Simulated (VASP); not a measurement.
# RbBr in VASP: notebook, part 2 of 2

VASP 6.6.1. The steps go on from the part before.

### 3 Single point, HSE06 (uniaxial x strain -2.0%)

POSCAR

```
RbBr
1.0
    0.0000000000      3.8694968646      3.8694968646
    3.7921069273      0.0000000000      3.8694968646
    3.7921069273      3.8694968646      0.0000000000
Rb Br
1 1
Direct
    0.0000000000      0.0000000000      0.0000000000
    0.2500000000      0.2500000000      0.2500000000
```

INCAR.step1

```
SYSTEM = RbBr
PREC     = Accurate       ! precision mode
ENCUT    = 520            ! plane-wave cutoff, eV
EDIFF    = 1E-5           ! SCF threshold, eV
ISMEAR   = 0              ! smearing method
SIGMA    = 0.01           ! smearing width, eV
LREAL    = .FALSE.        ! projectors in reciprocal space
LASPH    = .TRUE.         ! aspherical terms in the spheres
NELM     = 80             ! most SCF steps
ALGO     = Normal         ! electronic algorithm
ISIF     = 2              ! what is computed and relaxed
LWAVE    = .TRUE.         ! write WAVECAR
LCHARG   = .FALSE.        ! write CHGCAR
NBANDS   = 15             ! bands
GGA      = PE             ! functional
```

INCAR.step2

```
SYSTEM = RbBr
PREC     = Accurate       ! precision mode
ENCUT    = 520            ! plane-wave cutoff, eV
EDIFF    = 1E-6           ! SCF threshold, eV
ISMEAR   = 0              ! smearing method
SIGMA    = 0.01           ! smearing width, eV
LREAL    = .FALSE.        ! projectors in reciprocal space
LASPH    = .TRUE.         ! aspherical terms in the spheres
NELM     = 80             ! most SCF steps
ALGO     = Normal         ! electronic algorithm
ISIF     = 2              ! what is computed and relaxed
LWAVE    = .FALSE.        ! write WAVECAR
LCHARG   = .FALSE.        ! write CHGCAR
GGA      = PE             ! functional
LHFCALC  = .TRUE.         ! exact exchange
HFSCREEN = 0.2079         ! screening, 1/A
PRECFOCK = Normal       
NBANDS   = 15             ! bands
ISTART   = 1
```

KPOINTS

```
regular mesh
0
G
  4 4 4
  0 0 0
```

Potentials or basis: VASP PAW PBE potentials, release 64 (Rb_sv, Br).

Run with:

```
$ cat potpaw_PBE.64/Rb_sv/POTCAR potpaw_PBE.64/Br/POTCAR > POTCAR
$ cp INCAR.step1 INCAR
$ mpirun -np 1 vasp_std > vasp.out
$ cp INCAR.step2 INCAR
$ mpirun -np 1 vasp_std > vasp.out
```

OUTCAR:

```text
SYSTEM = RbBr
   PREC = Accurate
   ENCUT = 520
   EDIFF = 1E-6
   ISMEAR = 0
   LREAL = .FALSE.
   LASPH = .TRUE.
   NELM = 80
   ISIF = 2
   GGA = PE
   LHFCALC = .TRUE.
   HFSCREEN = 0.2079
   PRECFOCK = Normal
   ISTART = 1

 ion  position               nearest neighbor table
   1  0.000  0.000  0.000-   2 3.33   2 3.33   2 3.33   2 3.33
   2  0.250  0.250  0.250-   1 3.33   1 3.33   1 3.33   1 3.33

  LATTYP: Found a body centered tetragonal cell.
 ALAT       =     5.4722949455
 C/A-ratio  =     1.3859292911

  Lattice vectors:

 A1 = (  -3.7921069273,   0.0000000000,  -3.8694968646)
 A2 = (  -3.7921069273,   0.0000000000,   3.8694968646)
 A3 = (   3.7921069273,   3.8694968646,   0.0000000000)

Analysis of symmetry for initial positions (statically):
=====================================================================
 Subroutine PRICEL returns:
 Original cell was already a primitive cell.

 Routine SETGRP: Setting up the symmetry group for a
 body centered tetragonal supercell.

 Subroutine GETGRP returns: Found  8 space group operations
 (whereof  8 operations were pure point group operations)
 out of a pool of 16 trial point group operations.

The static configuration has the point symmetry D_2d.

Analysis of symmetry for dynamics (positions and initial velocities):
=====================================================================
 Subroutine PRICEL returns:
 Original cell was already a primitive cell.

 Routine SETGRP: Setting up the symmetry group for a
 body centered tetragonal supercell.

 Subroutine GETGRP returns: Found  8 space group operations
 (whereof  8 operations were pure point group operations)
 out of a pool of 16 trial point group operations.

The dynamic configuration has the point symmetry D_2d.

 Subroutine INISYM returns: Found  8 space group operations
 (whereof  8 operations are pure point group operations),
 and found     1 'primitive' translations
[... 118 lines left out ...]
   ENCUTFOCK=  -1.0 apply spherical cutoff to Coloumb kernel
   IVDW    =     0    specifies the selected vdW correction
   LEPSILON=     F    determine dielectric tensor
   LRPA    =     F    only Hartree local field effects (RPA)
 non-spin polarized calculation
 Gauss-broadening in eV      SIGMA  =   0.01
  energy-cutoff  :      520.00
  volume of cell :      113.56
 maximum number of plane-waves:      3084
 NGX is ok and might be reduce to    42
  NGX = 32; NGY = 32; NGZ = 32

 number of electron      15.9999999 magnetization

 Free energy of the ion-electron system (eV)
  ---------------------------------------------------
  ext. energy  EPLUGINS =         0.00000000
  ---------------------------------------------------
  free energy    TOTEN  =        -6.87277143 eV

  energy without entropy =       -6.87277143  energy(sigma->0) =       -6.87277143

 E-fermi :  -3.8180     XC(G=0):  -4.9043

 val. band max:       -3.8890205951   @ k =   0.5000   0.5000   0.0000
 cond. band min:       1.3109011208   @ k =   0.0000   0.0000   0.0000
 fundamental gap:      5.1999217159
 Fermi energy:        -3.8180172279

 k-point     1 :       0.0000    0.0000    0.0000
  band No.  band energies     occupation
      1     -30.1113      2.00000
      2     -16.7795      2.00000
      3     -13.0613      2.00000
      4     -13.0597      2.00000
      5     -13.0597      2.00000
      6      -3.9938      2.00000
      7      -3.9938      2.00000
      8      -3.9882      2.00000
      9       1.3109      0.00000
     10       5.5423      0.00000
     11       5.6857      0.00000
     12       6.5374      0.00000
     13       6.5374      0.00000
     14       6.6493      0.00000
[... 203 lines left out ...]
      2     -16.8417      2.00000
      3     -13.0976      2.00000
      4     -13.0976      2.00000
      5     -12.9602      2.00000
      6      -4.3006      2.00000
      7      -3.9020      2.00000
      8      -3.9020      2.00000
      9       3.1580      0.00000
     10       4.0152      0.00000
     11       6.0474      0.00000
     12       6.5202      0.00000
     13       6.5202      0.00000
     14       6.5932      0.00000
     15       7.1079      0.00000

------------------------ aborting loop because EDIFF is reached ----------------------------------------

  FORCE on cell =-STRESS in cart. coord.  units (eV):
  Direction    XX          YY          ZZ          XY          YZ          ZX
  --------------------------------------------------------------------------------------
  -------------------------------------------------------------------------------------
  Total        0.1854389      0.1837949      0.1837949     -0.0000000      0.0000000     -0.0000000
  in kB        2.6163254      2.5931315      2.5931315     -0.0000000      0.0000000     -0.0000000
  external PRESSURE =       2.6008628 kB  Pullay stress =       0.0000000 kB

 VOLUME and BASIS-vectors are now :
 -----------------------------------------------------------------------------
  energy-cutoff  :      520.00
  volume of cell :      113.56
      direct lattice vectors                 reciprocal lattice vectors
     0.000000000  3.869496865  3.869496865    -0.131852822  0.129215766  0.129215766
     3.792106927  0.000000000  3.869496865     0.131852822 -0.129215766  0.129215766
     3.792106927  3.869496865  0.000000000     0.131852822  0.129215766 -0.129215766

 POSITION                                       TOTAL-FORCE (eV/Angst)
 -----------------------------------------------------------------------------------
      0.00000      0.00000      0.00000        -0.000000     -0.000000     -0.000000
      1.89605      1.93475      1.93475         0.000000      0.000000      0.000000
 -----------------------------------------------------------------------------------
    total drift:                               -0.000004      0.000002     -0.000008

  FREE ENERGIE OF THE ION-ELECTRON SYSTEM (eV)
  ---------------------------------------------------
  free  energy   TOTEN  =        -6.8727714342 eV

  energy  without entropy=       -6.8727714342  energy(sigma->0) =       -6.87277143
```

Wall time 15 min (1 thread of Intel Xeon Platinum 8259CL at 2.50GHz (Skylake/Cascade Lake), shared host); peak memory 0.36 GiB.

Results:

```
Free energy            : -6.8728 eV
Pressure               : 0.3 GPa
Band gap on the k mesh : 5.20 eV (least direct gap 5.30 eV)
```

Caveat: the cell differs from its parent crystal (uniaxial x strain -2.0%); the structure was generated, so it needn't be the stable form of RbBr; the PAW data sets were made with another functional, which shifts forces and pressure a little.

### 4 Single point, HSE06 (strain along [111] +0.5%)

POSCAR

```
RbBr
1.0
    0.0128983229      3.8823951875      3.8823951875
    3.8823951875      0.0128983229      3.8823951875
    3.8823951875      3.8823951875      0.0128983229
Rb Br
1 1
Direct
    0.0001607517      0.0001607517      0.0001607517
    0.2498392483      0.2498392483      0.2498392483
```

INCAR.step1

```
PREC = Accurate
ENCUT = 520
EDIFF = 1E-5
ISMEAR = 0
SIGMA = 0.01
LREAL = False
LASPH = True
NELM = 60
ALGO = Normal
ISIF = 2
LWAVE = True
LCHARG = False
GGA = PE
NBANDS = 15
```

INCAR.step2

```
PREC = Accurate
ENCUT = 520
EDIFF = 1E-7
ISMEAR = 0
SIGMA = 0.01
LREAL = False
LASPH = True
NELM = 60
ALGO = Normal
ISIF = 2
LWAVE = False
LCHARG = False
GGA = PE
LHFCALC = True
HFSCREEN = 0.2079
PRECFOCK = Normal
ISTART = 1
NBANDS = 15
```

KPOINTS

```
regular mesh
0
Gamma
  4 4 4
```

Run with:

```
$ cat potpaw_PBE.64/Rb_sv/POTCAR potpaw_PBE.64/Br/POTCAR > POTCAR
$ cp INCAR.step1 INCAR
$ mpirun -np 1 vasp_std > vasp.out
$ cp INCAR.step2 INCAR
$ mpirun -np 1 vasp_std > vasp.out
```

Run time: 22 min. Hardware: 1 thread of Intel Xeon Platinum 8259CL at 2.50GHz (Skylake/Cascade Lake), shared host; peak memory 0.38 GiB.

It converged, with:

```
Free energy            : -6.8754 eV
Pressure               : 0.0 GPa
Largest force          : 0.007 eV/Å
Band gap on the k mesh : 5.17 eV (least direct gap 5.25 eV)
```

Forces on the atoms (eV/Å):
```
Rb   0.004  0.004  0.004
Br  -0.004 -0.004 -0.004
```

Levels at points of the mesh, in eV from the valence-band top:
```tsv
k point	band 5	band 6	band 7	band 8	band 9	band 10	band 11	band 12
(0.00, 0.00, 0.00)	-9.22	-0.09	-0.09	-0.09	5.17	9.46	9.46	10.38
(0.50, 0.00, 0.00)	-9.18	-0.29	-0.04	-0.04	7.42	7.57	9.01	9.04
(0.50, 0.50, 0.00)	-9.13	-0.39	0.00	0.00	7.00	7.86	9.72	10.29
(0.50, 0.50, 0.50)	-9.17	-0.30	-0.04	-0.04	7.42	7.57	9.03	9.03
```

Caveat: the cell differs from its parent crystal (strain along [111] +0.5%); the structure was generated, so it needn't be the stable form of RbBr; the PAW data sets were made with another functional, which shifts forces and pressure a little. A k mesh can miss the band edges.

### 5 The runs side by side

```tsv
cell	gap on the mesh (eV)	pressure (GPa)
a = 5.691 Å, angles 60.0°, 2 atoms, atomic positions A	4.99	-0.7
a = 5.472, b = 5.418, c = 5.418 Å, angles 60.7, 59.7, 59.7°, 2 atoms, atomic positions A	5.20	0.3
a = 5.491 Å, angles 59.8°, 2 atoms, atomic positions B	5.17	0.0
```

Alike in all rows: task single point; level HSE06; potentials or basis VASP PAW PBE potentials, release 64 (Rb_sv, Br); no spin polarisation; k mesh 4 × 4 × 4; cutoff (eV) 520; smearing gaussian 0.01 eV.

Caveats: the structure was generated, so it needn't be the stable form of RbBr; the PAW data sets were made with another functional, which shifts forces and pressure a little.

Total energies depend on the potentials used, so only differences within one code and one set of settings carry meaning.
